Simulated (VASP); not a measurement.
A run of VASP 6.6.1 is set up as follows.

Contents of INCAR:

```
PREC = Accurate ; ENCUT = 600
EDIFF = 1E-6 ; ISMEAR = 0
SIGMA = 0.1 ; LREAL = F
LASPH = T ; NELM = 100
ALGO = Normal ; ISIF = 3
LWAVE = F ; LCHARG = F
GGA = PE ; IBRION = 2
NSW = 100 ; EDIFFG = -0.01
```

Contents of KPOINTS:

```
Automatic mesh
0
Gamma
  18 18 18
```

POSCAR

```
Mo
1.0
    1.5006177316      0.8663820513      2.0709819903
   -1.5006177316      0.8663820513      2.0709819903
    0.0000000000     -1.7327641026      2.0709819903
Mo
1
Direct
    0.5000000000      0.5000000000      0.5000000000
```

Potentials or basis: VASP PAW PBE potentials, release 64 (Mo_sv).

The run is started by

```sh
$ cat potpaw_PBE.64/Mo_sv/POTCAR > POTCAR
$ mpirun -np 1 vasp_std > vasp.out
```

(1) What does it give for the space group after relaxing (to 0.05 Å)?

(2) Estimate the relaxed cell.

(3) What does it give for the band gap on the k mesh?

Answers

(1) R-3m (No. 166).

(2) a = 2.705 Å, b = 2.705 Å, c = 2.705 Å, α = 67.52°, β = 67.52°, γ = 67.52°.

(3) zero (band 7 reaches 14.92 eV, above the bottom of band 8 at 11.06 eV).
